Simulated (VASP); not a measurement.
# MnHg (P4/mmm) in VASP: further runs, part 2 of 2

VASP 6.6.1. Earlier steps stand in the parts before.

## (3) Single point, PBE, collinear spin, ferromagnetic start

This run uses another cell than the first one, of 17.91 Å³/atom.

The input, INCAR:

```
SYSTEM = MnHg
ALGO = Normal
EDIFF = 1E-6
ENCUT = 520
GGA = PE
ISIF = 2
ISMEAR = -1
ISPIN = 2
LASPH = .TRUE.
LCHARG = .TRUE.
LELF = .TRUE.
LMAXMIX = 4
LORBIT = 11
LREAL = .FALSE.
LVHAR = .TRUE.
LWAVE = .FALSE.
MAGMOM = 0 4
NBANDS = 24
NELM = 150
PREC = Accurate
SIGMA = 0.05
```

The input, KPOINTS:

```
k-points
0
G
  7 7 7
  0 0 0
```

The input, POSCAR:

```
MnHg
1.0
    3.2880000000      0.0000000000      0.0000000000
    0.0000000000      3.2880000000      0.0000000000
    0.0000000000      0.0000000000      3.3130000000
Hg Mn
1 1
Direct
    0.0000000000      0.0000000000      0.0000000000
    0.5000000000      0.5000000000      0.5000000000
```

Potentials or basis: VASP PAW PBE potentials, release 64 (Hg, Mn_pv).

On the command line:

```bash
> cat potpaw_PBE.64/Hg/POTCAR potpaw_PBE.64/Mn_pv/POTCAR > POTCAR
> mpirun -np 1 vasp_std > vasp.out
```

OUTCAR:

```text
SYSTEM = MnHg
   EDIFF = 1E-6
   ENCUT = 520
   GGA = PE
   ISIF = 2
   ISMEAR = -1
   ISPIN = 2
   LASPH = .TRUE.
   LORBIT = 11
   LREAL = .FALSE.
   NELM = 150
   PREC = Accurate

 ion  position               nearest neighbor table
   1  0.000  0.000  0.000-   2 2.85   2 2.85   2 2.85   2 2.85   2 2.85   2 2.85   2 2.85   2 2.85

   2  0.500  0.500  0.500-   1 2.85   1 2.85   1 2.85   1 2.85   1 2.85   1 2.85   1 2.85   1 2.85

  LATTYP: Found a simple tetragonal cell.
 ALAT       =     3.2880000000
 C/A-ratio  =     1.0076034063

  Lattice vectors:

 A1 = (   3.2880000000,   0.0000000000,   0.0000000000)
 A2 = (   0.0000000000,   3.2880000000,   0.0000000000)
 A3 = (   0.0000000000,   0.0000000000,   3.3130000000)

Analysis of symmetry for initial positions (statically):
=====================================================================
 Subroutine PRICEL returns:
 Original cell was already a primitive cell.

 Routine SETGRP: Setting up the symmetry group for a
 simple tetragonal supercell.

 Subroutine GETGRP returns: Found 16 space group operations
 (whereof 16 operations were pure point group operations)
 out of a pool of 16 trial point group operations.
[... 1486 lines left out ...]

------------------------ aborting loop because EDIFF is reached ----------------------------------------

  FORCE on cell =-STRESS in cart. coord.  units (eV):
  Direction    XX          YY          ZZ          XY          YZ          ZX
  --------------------------------------------------------------------------------------
  -------------------------------------------------------------------------------------
  Total        0.5716305      0.5716305      0.5226650      0.0000000      0.0000000      0.0000000
  in kB       25.5705980     25.5705980     23.3802403      0.0000000      0.0000000      0.0000000
  external PRESSURE =      24.8404788 kB  Pullay stress =       0.0000000 kB

 VOLUME and BASIS-vectors are now :
 -----------------------------------------------------------------------------
  energy-cutoff  :      520.00
  volume of cell :       35.82
      direct lattice vectors                 reciprocal lattice vectors
     3.288000000  0.000000000  0.000000000     0.304136253  0.000000000  0.000000000
     0.000000000  3.288000000  0.000000000     0.000000000  0.304136253  0.000000000
     0.000000000  0.000000000  3.313000000     0.000000000  0.000000000  0.301841232

 POSITION                                       TOTAL-FORCE (eV/Angst)
 -----------------------------------------------------------------------------------
      0.00000      0.00000      0.00000         0.000000      0.000000      0.000000
      1.64400      1.64400      1.65650         0.000000      0.000000      0.000000
 -----------------------------------------------------------------------------------
    total drift:                                0.000000      0.000000     -0.000000

  FREE ENERGIE OF THE ION-ELECTRON SYSTEM (eV)
  ---------------------------------------------------
  free  energy   TOTEN  =        -8.5067530633 eV

  energy  without entropy=       -8.4998934471  energy(sigma->0) =       -8.50332326

 total charge

# of ion       s       p       d       tot
------------------------------------------
    1        0.817   0.535   9.255  10.607
    2        0.251   6.182   4.981  11.413
--------------------------------------------------
tot          1.067   6.716  14.236  22.020

 magnetization (x)

# of ion       s       p       d       tot
------------------------------------------
    1       -0.045  -0.063   0.050  -0.057
    2        0.025   0.017   3.780   3.822
--------------------------------------------------
tot         -0.020  -0.046   3.831   3.765
```

OSZICAR:

```text
N       E                     dE             d eps       ncg     rms          rms(c)
DAV:   1     0.236693944030E+03    0.23669E+03   -0.13789E+04  3896   0.117E+03
DAV:   2    -0.128253330226E+01   -0.23798E+03   -0.22610E+03  4072   0.345E+02
DAV:   3    -0.892259136638E+01   -0.76401E+01   -0.76171E+01  4520   0.694E+01
DAV:   4    -0.897662820731E+01   -0.54037E-01   -0.54034E-01  4272   0.555E+00
DAV:   5    -0.897742523685E+01   -0.79703E-03   -0.79702E-03  4672   0.615E-01    0.101E+01
DAV:   6    -0.867780263913E+01    0.29962E+00   -0.65912E+00  4352   0.191E+01    0.746E+00
DAV:   7    -0.852179322955E+01    0.15601E+00   -0.19271E+00  4472   0.120E+01    0.505E+00
DAV:   8    -0.850899720167E+01    0.12796E-01   -0.62782E-02  4048   0.185E+00    0.266E+00
DAV:   9    -0.850668621217E+01    0.23110E-02   -0.19340E-02  4528   0.944E-01    0.919E-01
DAV:  10    -0.850667277356E+01    0.13439E-04   -0.24357E-03  4088   0.446E-01    0.900E-02
DAV:  11    -0.850673660942E+01   -0.63836E-04   -0.12165E-04  4400   0.956E-02    0.279E-02
DAV:  12    -0.850674977672E+01   -0.13167E-04   -0.17860E-05  4304   0.338E-02    0.179E-02
DAV:  13    -0.850675332194E+01   -0.35452E-05   -0.35835E-06  4360   0.134E-02    0.898E-03
DAV:  14    -0.850675306325E+01    0.25869E-06   -0.30273E-07  2176   0.476E-03
   1 F= -.85067531E+01 E0= -.85033233E+01  d E =-.685962E-02  mag=     3.9064
```

stdout:

```text
POSCAR found type information on POSCAR HgMn
 POSCAR found :  2 types and       2 ions
 scaLAPACK will be used
 LDA part: xc-table for (Slater+PW92), standard interpolation
 POSCAR, INCAR and KPOINTS ok, starting setup
 FFT: planning ... GRIDC
 FFT: planning ... GRID_SOFT
 FFT: planning ... GRID
 WAVECAR not read
 entering main loop
```

Wall time 22 s (1 thread of Intel Xeon 6975P-C (Granite Rapids), shared host); peak memory 0.19 GiB.

Results:

- Free energy: -8.5068 eV
- Pressure: 2.5 GPa
- Net moment: 3.91 μB per cell
- Site moments: Hg -0.06; Mn +3.82 μB
- Valence electrons inside the program's atomic spheres: Hg 10.61; Mn 11.41

Stress tensor (GPa, compression positive):
```
2.56 0.00 0.00
0.00 2.56 0.00
0.00 0.00 2.34
```

Levels at points of the mesh, in eV from the Fermi level:
Spin up:
```
           k point  band 12  band 13  band 14  band 15  band 16  band 17
(0.00, 0.00, 0.00)    -2.04    -2.04    -2.04     4.81     5.03     5.03
```
Spin down:
```csv
k point,band 9,band 10,band 11,band 12,band 13,band 14
"(0.00, 0.00, 0.00)",-7.07,0.33,0.35,1.48,1.48,1.49
```

Caveat: spin-orbit coupling is left out, which moves the levels of the heavy elements.
